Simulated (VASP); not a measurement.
A run of VASP 6.6.1 is set up as follows.

Contents of INCAR:

```
ALGO = Normal
EDIFF = 1E-6
ENCUT = 520
GGA = PS
ISIF = 2
ISMEAR = 0
LASPH = T
LCHARG = T
LELF = T
LREAL = F
LVHAR = T
LWAVE = F
NBANDS = 16
NELM = 100
PREC = Accurate
SIGMA = 0.1
```

KPOINTS

```
k-points
0
Gamma
  14 14 14
```

File POSCAR:

```
Al2Cu
1.0
   -1.9579762715      1.9579762715      2.7922474198
    1.9579762715     -1.9579762715      2.7922474198
    1.9579762715      1.9579762715     -2.7922474198
Al Cu
2 1
Direct
    0.7500000000      0.2500000000      0.5000000000
    0.2500000000      0.7500000000      0.5000000000
    0.5000000000      0.5000000000      0.0000000000
```

Potentials or basis: VASP PAW PBE potentials, release 64 (Al, Cu).

Launch:

```sh
$ cat potpaw_PBE.64/Al/POTCAR potpaw_PBE.64/Cu/POTCAR > POTCAR
$ mpirun -np 1 vasp_std > vasp.out
```

Q: Estimate the pressure.

A: 12.0 GPa.

Stress tensor (GPa, compression positive):
```
12.32  0.00  0.00
 0.00 12.32  0.00
 0.00  0.00 11.28
```

Caveat: the cell differs from its parent crystal (functional PBEsol, strained); the PAW data sets were made with another functional, which shifts forces and pressure a little.
